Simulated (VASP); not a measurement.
Here is a VASP 6.6.1 calculation.

Contents of INCAR:

```
SYSTEM = HfO2
PREC = Accurate ; ENCUT = 520
EDIFF = 1E-6 ; ISMEAR = -1
SIGMA = 0.05 ; LREAL = .FALSE.
LASPH = .TRUE. ; NELM = 60
ALGO = Normal ; ISIF = 2
LWAVE = .FALSE. ; LCHARG = .FALSE.
GGA = PE ; NBANDS = 56
```

KPOINTS

```
regular mesh
0
G
  5 5 6
  0 0 0
```

File POSCAR:

```
HfO2
1.0
    5.0961883882      0.0000000000      0.0000000000
    0.0000000000      5.2744024746      0.0000000000
    0.0000000000      0.0000000000      4.9782841009
Hf O
4 8
Direct
    0.2304381518      0.7822048244      0.2720170604
    0.7304381518      0.7177951756      0.7279829396
    0.7695618482      0.2177951756      0.2720170604
    0.2695618482      0.2822048244      0.7279829396
    0.2084846500      0.1469373704      0.1003817296
    0.7084846500      0.3530626296      0.8996182704
    0.7915153500      0.8530626296      0.1003817296
    0.2915153500      0.6469373704      0.8996182704
    0.0000000000      0.5000000000      0.4728376146
    0.5000000000      0.0000000000      0.5271623854
    0.0000000000      0.0000000000      0.5688356990
    0.5000000000      0.5000000000      0.4311643010
```

Potentials or basis: VASP PAW PBE potentials, release 64 (Hf_pv, O).

Command:

```sh
$ cat potpaw_PBE.64/Hf_pv/POTCAR potpaw_PBE.64/O/POTCAR > POTCAR
$ mpirun -np 1 vasp_std > vasp.out
```

What does it give for the largest force?

0.089 eV/Å.

Estimate the band gap on the k mesh.

3.95 eV, indirect (least direct gap 3.96 eV).

Predict the pressure.

-3.1 GPa.

Forces on the atoms (eV/Å):
```
Hf  -0.022  0.042  0.027
Hf  -0.022 -0.042 -0.027
Hf   0.022 -0.042  0.027
Hf   0.022  0.042 -0.027
O   -0.010 -0.063 -0.062
O   -0.010  0.063  0.062
O    0.010  0.063 -0.062
O    0.010 -0.063  0.062
O    0.000  0.000  0.005
O    0.000  0.000 -0.005
O    0.000  0.000 -0.060
O    0.000  0.000  0.060
```

Caveat: spin-orbit coupling is left out, which moves the levels of the heavy elements. A k mesh can miss the band edges.
